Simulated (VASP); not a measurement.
# Ru (Fd-3m) in VASP: notebook

The runs below take Ru through single point, with r2SCAN.

Everything below comes from runs of VASP 6.6.1. Logs are shortened: lines on timing, memory, paths and dates and some standing lists are left out, and cuts for length are marked.

### 1 The cell of the first run

The structure is cubic, space group Fd-3m (No. 227). Conventional cell: a = 5.265 Å, b = 5.265 Å, c = 5.265 Å, α = 90.00°, β = 90.00°, γ = 90.00°. Ru (site symmetry -43m) has 4 Ru at 2.28 Å within 3.0 Å.

This isn't the form of Ru at room conditions, which is hcp.

### 2 Single point, r2SCAN, collinear spin, ferromagnetic start (18.24 Å³/atom)

The input, POSCAR:

```
Ru
1.0
    0.0000000000      2.6323769704      2.6323769704
    2.6323769704      0.0000000000      2.6323769704
    2.6323769704      2.6323769704      0.0000000000
Ru
2
Direct
    0.1250000000      0.1250000000      0.1250000000
    0.8750000000      0.8750000000      0.8750000000
```

The input, INCAR.step1:

```
ALGO = Normal ; EDIFF = 1E-5
ENCUT = 620 ; GGA = PE
GGA_COMPAT = F ; ISMEAR = -1
ISPIN = 2 ; LASPH = T
LCHARG = F ; LMAXMIX = 4
LREAL = F ; LWAVE = T
MAGMOM = 1 1 ; NBANDS = 27
NELM = 200 ; PREC = Accurate
SIGMA = 0.05
```

The input, INCAR.step2:

```
ALGO = Normal ; EDIFF = 1E-6
ENCUT = 620 ; GGA_COMPAT = F
ISIF = 2 ; ISMEAR = -1
ISPIN = 2 ; ISTART = 1
LASPH = T ; LCHARG = F
LMAXMIX = 4 ; LMIXTAU = T
LORBIT = 11 ; LREAL = F
LWAVE = F ; MAGMOM = 1 1
METAGGA = R2SCAN ; NBANDS = 27
NELM = 200 ; PREC = Accurate
SIGMA = 0.05
```

The input, KPOINTS:

```
k-points
0
Gamma
  11 11 11
```

Potentials or basis: VASP PAW PBE potentials, release 64 (Ru_sv).

Launch:

```console
$ cat potpaw_PBE.64/Ru_sv/POTCAR > POTCAR
$ cp INCAR.step1 INCAR
$ mpirun -np 1 vasp_std > vasp.out
$ cp INCAR.step2 INCAR
$ mpirun -np 1 vasp_std > vasp.out
```

OUTCAR:

```text
EDIFF = 1E-6
   ENCUT = 620
   ISIF = 2
   ISMEAR = -1
   ISPIN = 2
   ISTART = 1
   LASPH = T
   LORBIT = 11
   LREAL = F
   METAGGA = R2SCAN
   NELM = 200
   PREC = Accurate

 ion  position               nearest neighbor table
   1  0.125  0.125  0.125-   2 2.28   2 2.28   2 2.28   2 2.28
   2  0.875  0.875  0.875-   1 2.28   1 2.28   1 2.28   1 2.28

  LATTYP: Found a face centered cubic cell.
 ALAT       =     5.2647539408

  Lattice vectors:

 A1 = (   0.0000000000,   2.6323769704,   2.6323769704)
 A2 = (   2.6323769704,   0.0000000000,   2.6323769704)
 A3 = (   2.6323769704,   2.6323769704,   0.0000000000)

Analysis of symmetry for initial positions (statically):
=====================================================================
 Subroutine PRICEL returns:
 Original cell was already a primitive cell.

 Routine SETGRP: Setting up the symmetry group for a
 face centered cubic supercell.

 Subroutine GETGRP returns: Found 48 space group operations
 (whereof 12 operations were pure point group operations)
 out of a pool of 48 trial point group operations.

The static configuration has the point symmetry D_3d.
 The point group associated with its full space group is O_h .

Analysis of symmetry for dynamics (positions and initial velocities):
=====================================================================
 Subroutine PRICEL returns:
 Original cell was already a primitive cell.

 Routine SETGRP: Setting up the symmetry group for a
 face centered cubic supercell.

 Subroutine GETGRP returns: Found 48 space group operations
 (whereof 12 operations were pure point group operations)
 out of a pool of 48 trial point group operations.

The dynamic configuration has the point symmetry D_3d.
 The point group associated with its full space group is O_h .

Analysis of structural, dynamic, and magnetic symmetry:
=====================================================================
 Subroutine PRICEL returns:
 Original cell was already a primitive cell.

 Routine SETGRP: Setting up the symmetry group for a
 face centered cubic supercell.

 Subroutine GETGRP returns: Found 48 space group operations
 (whereof 12 operations were pure point group operations)
 out of a pool of 48 trial point group operations.

The overall configuration has the point symmetry D_3d.
 The point group associated with its full space group is O_h .

 Subroutine INISYM returns: Found 48 space group operations
 (whereof 12 operations are pure point group operations),
 and found     1 'primitive' translations

----------------------------------------------------------------------------------------

                                     Primitive cell

  volume of cell :      36.4816

  direct lattice vectors                    reciprocal lattice vectors
     0.000000000  2.632376970  2.632376970    -0.189942400  0.189942400  0.189942400
     2.632376970  0.000000000  2.632376970     0.189942400 -0.189942400  0.189942400
     2.632376970  2.632376970  0.000000000     0.189942400  0.189942400 -0.189942400

  length of vectors
     3.722743213  3.722743213  3.722743213     0.328989888  0.328989888  0.328989888

  position of ions in fractional coordinates (direct lattice)
     0.125000000  0.125000000  0.125000000
     0.875000000  0.875000000  0.875000000

  ion indices of the primitive-cell ions
   primitive index   ion index
                 1           1
                 2           2

----------------------------------------------------------------------------------------

 KPOINTS: k-points

Automatic generation of k-mesh.
 Grid dimensions read from file:
 generate k-points for:   11   11   11

 Generating k-lattice:

  Cartesian coordinates                     Fractional coordinates (reciprocal lattice)
    -0.017267491  0.017267491  0.017267491     0.090909091  0.000000000  0.000000000
     0.017267491 -0.017267491  0.017267491     0.000000000  0.090909091  0.000000000
     0.017267491  0.017267491 -0.017267491     0.000000000  0.000000000  0.090909091

  Length of vectors
     0.029908172  0.029908172  0.029908172

  Shift w.r.t. Gamma in fractional coordinates (k-lattice)
     0.000000000  0.000000000  0.000000000

 Subroutine IBZKPT returns following result:
 ===========================================

 Found     56 irreducible k-points:

 Following reciprocal coordinates:
            Coordinates               Weight
  0.000000  0.000000  0.000000      1.000000
  0.090909  0.000000  0.000000      8.000000
  0.181818  0.000000  0.000000      8.000000
  0.272727  0.000000  0.000000      8.000000
  0.363636  0.000000  0.000000      8.000000
  0.454545  0.000000  0.000000      8.000000
[... 16 lines left out ...]
 -0.272727  0.181818  0.000000     24.000000
 -0.181818  0.181818  0.000000     12.000000
 [... further k-points ...]
   k-points           NKPTS =     56   k-points in BZ     NKDIM =     56   number of bands    NBANDS=     27
   number of dos      NEDOS =    301   number of ions     NIONS =      2
   total plane-waves  NPLWV =  27000
   dimension x,y,z NGX =    30 NGY =   30 NGZ =   30
   dimension x,y,z NGXF=    60 NGYF=   60 NGZF=   60
   ions per type =               2
   NGX,Y,Z   is equivalent  to a cutoff of  13.40, 13.40, 13.40 a.u.
   NGXF,Y,Z  is equivalent  to a cutoff of  26.79, 26.79, 26.79 a.u.
 SYSTEM =  unknown system
   PREC   = accura    normal or accurate (medium, high low for compatibility)
   ISTART =      1    job   : 0-new  1-cont  2-samecut
   ICHARG =      0    charge: 1-file 2-atom 10-const
   ISPIN  =      2    spin polarized calculation?
   LNONCOLLINEAR =      F non collinear calculations
   LSORBIT =      F    spin-orbit coupling
   LASPH  =      T    aspherical Exc in radial PAW
   ENCUT  =  620.0 eV  45.57 Ry    6.75 a.u.   7.56  7.56  7.56*2*pi/ulx,y,z
   NELM   =    200;   NELMIN=  2; NELMDL=  0     # of ELM steps
   EDIFF  = 0.1E-05   stopping-criterion for ELM
   LREAL  =      F    real-space projection
   EDIFFG = 0.1E-04   stopping-criterion for IOM
   NSW    =      0    number of steps for IOM
   IBRION =     -1    ionic relax: 0-MD 1-quasi-New 2-CG
   NFREE  =      0    steps in history (QN), initial steepest desc. (CG)
   ISIF   =      2    stress and relaxation
   ISYM   =      2    0-nonsym 1-usesym 2-fastsym
   POTIM  = 0.5000    time-step for ionic-motion
   TEBEG  =    0.0;   TEEND  =   0.0 temperature during run
   PSTRESS=    0.0 pullay stress
   NELECT =      32.0000    total number of electrons
   NUPDOWN=      -1.0000    fix difference up-down
   EMIN   =  10.00;   EMAX   =-10.00  energy-range for DOS
   EFERMI =   0.00;   METHOD = LEGACY
   ISMEAR =    -1;   SIGMA  =   0.05  broadening in eV -4-tet -1-fermi 0-gaus
   EFERMI_NEDOS =   21; number of points for ismear=-14 and -15
   IALGO  =     38    algorithm
   IMIX   =      4    mixing-type and parameters
     AMIX     =   0.40;   BMIX     =  1.00
     AMIX_MAG =   1.60;   BMIX_MAG =  1.00
  volume/ion in A,a.u.               =      18.24       123.10
  Fermi-wavevector in a.u.,A,eV,Ry     =   1.567112  2.961413 33.413738  2.455840
  Thomas-Fermi vector in A             =   2.669340
   LORBIT       =     11    0 simple, 1 ext, 2 COOP (PROOUT), +10 PAW based schemes
   METAGGA = R2SCAN    functional components
   LHFCALC =     F    Hartree Fock is set to
   AEXX    =    0.0000 exact exchange contribution
   IVDW    =     0    specifies the selected vdW correction
   LEPSILON=     F    determine dielectric tensor
   LRPA    =     F    only Hartree local field effects (RPA)
 spin polarized calculation
  energy-cutoff  :      620.00
  volume of cell :       36.48
 maximum number of plane-waves:      1303
   NGX = 15   NGY = 15   NGZ = 15

 number of electron      31.9999998 magnetization      -0.0000037

 number of electron      31.9999998 magnetization       0.0000001

 Free energy of the ion-electron system (eV)
  ---------------------------------------------------
  ext. energy  EPLUGINS =         0.00000000
  ---------------------------------------------------
  free energy    TOTEN  =       -48.46530535 eV

  energy without entropy =      -48.45117716  energy(sigma->0) =      -48.45824126

 E-fermi :  10.1095     XC(G=0): -12.8612

 val. band max:       10.1091751401   @ k =  -0.4545   0.0909   0.0000
 cond. band min:      10.1492855543   @ k =   0.3636   0.1818   0.0000
 fundamental gap:      0.0401104142
 Fermi energy:        10.1094561468

 spin component 1

 k-point     1 :       0.0000    0.0000    0.0000
  band No.  band energies     occupation
      1     -65.2436      1.00000
      2     -64.4482      1.00000
      3     -34.7799      1.00000
      4     -34.7799      1.00000
      5     -34.7799      1.00000
      6     -33.5340      1.00000
[... 19 lines left out ...]
     26      26.5652      0.00000
     27      26.5652      0.00000
[... 661 lines left out ...]
 k-point    24 :      -0.1818    0.1818    0.0000
  band No.  band energies     occupation
      1     -65.1303      1.00000
      2     -64.5677      1.00000
      3     -34.9525      1.00000
      4     -34.8620      1.00000
      5     -34.6844      1.00000
      6     -33.6259      1.00000
[... 19 lines left out ...]
     26      27.9713      0.00000
     27      28.8830      0.00000

 [... further k-points ...]

 spin component 2

 k-point     1 :       0.0000    0.0000    0.0000
  band No.  band energies     occupation
      1     -65.2436      1.00000
      2     -64.4482      1.00000
      3     -34.7799      1.00000
      4     -34.7799      1.00000
      5     -34.7799      1.00000
      6     -33.5340      1.00000
[... 19 lines left out ...]
     26      26.5652      0.00000
     27      26.5652      0.00000
[... 661 lines left out ...]
 k-point    24 :      -0.1818    0.1818    0.0000
  band No.  band energies     occupation
      1     -65.1303      1.00000
      2     -64.5677      1.00000
      3     -34.9525      1.00000
      4     -34.8620      1.00000
      5     -34.6844      1.00000
      6     -33.6259      1.00000
[... 19 lines left out ...]
     26      27.9713      0.00000
     27      28.8830      0.00000

 [... further k-points ...]

------------------------ aborting loop because EDIFF is reached ----------------------------------------

  FORCE on cell =-STRESS in cart. coord.  units (eV):
  Direction    XX          YY          ZZ          XY          YZ          ZX
  --------------------------------------------------------------------------------------
  -------------------------------------------------------------------------------------
  Total        4.1333759      4.1333759      4.1333759      0.0000000      0.0000000     -0.0000000
  in kB      181.5270049    181.5270049    181.5270049      0.0000000      0.0000000     -0.0000000
  external PRESSURE =     181.5270049 kB  Pullay stress =       0.0000000 kB

 VOLUME and BASIS-vectors are now :
 -----------------------------------------------------------------------------
  energy-cutoff  :      620.00
  volume of cell :       36.48
      direct lattice vectors                 reciprocal lattice vectors
     0.000000000  2.632376970  2.632376970    -0.189942400  0.189942400  0.189942400
     2.632376970  0.000000000  2.632376970     0.189942400 -0.189942400  0.189942400
     2.632376970  2.632376970  0.000000000     0.189942400  0.189942400 -0.189942400

 POSITION                                       TOTAL-FORCE (eV/Angst)
 -----------------------------------------------------------------------------------
      0.65809      0.65809      0.65809        -0.000000      0.000000     -0.000000
      4.60666      4.60666      4.60666         0.000000     -0.000000      0.000000
 -----------------------------------------------------------------------------------
    total drift:                               -0.000000      0.000000      0.000000

  FREE ENERGIE OF THE ION-ELECTRON SYSTEM (eV)
  ---------------------------------------------------
  free  energy   TOTEN  =       -48.4653053541 eV

  energy  without entropy=      -48.4511771588  energy(sigma->0) =      -48.45824126

 total charge

# of ion       s       p       d       tot
------------------------------------------
    1        2.284   6.064   5.530  13.877
    2        2.284   6.064   5.530  13.877
--------------------------------------------------
tot          4.567  12.128  11.059  27.754

 magnetization (x)

# of ion       s       p       d       tot
------------------------------------------
    1        0.000  -0.000   0.000   0.000
    2        0.000  -0.000   0.000   0.000
--------------------------------------------------
tot          0.000  -0.000   0.000   0.000
```

It took 3.7 min on 1 thread of Intel Xeon 6975P-C (Granite Rapids), shared host; peak memory 0.25 GiB.

Results:

```yaml
Free_energy: -48.4653 eV
Pressure: 18.2 GPa
Band_gap_on_the_k_mesh: zero (filled and empty bands overlap)
Net_moment: 0.00 μB per cell
Valence_electrons_inside_the_program's_atomic_spheres: Ru 13.88
```

Levels at points of the mesh, in eV from the Fermi level:
Spin up:
| k point | band 14 | band 15 | band 16 | band 17 | band 18 | band 19 |
| --- | --- | --- | --- | --- | --- | --- |
| (0.00, 0.00, 0.00) | -3.77 | -0.50 | -0.50 | -0.50 | 2.26 | 2.26 |
Spin down:
| k point | band 12 | band 13 | band 14 | band 15 | band 16 | band 17 | band 18 | band 19 | band 20 | band 21 |
| --- | --- | --- | --- | --- | --- | --- | --- | --- | --- | --- |
| (0.00, 0.00, 0.00) | -3.77 | -3.77 | -3.77 | -0.50 | -0.50 | -0.50 | 2.26 | 2.26 | 13.65 | 13.93 |

Caveat: the cell stands under pressure; the PAW data sets were made with another functional, which shifts forces and pressure a little.

[end of part 1 of 2]

The gap in the log of VASP goes by the Fermi energy; the results here count the filled bands.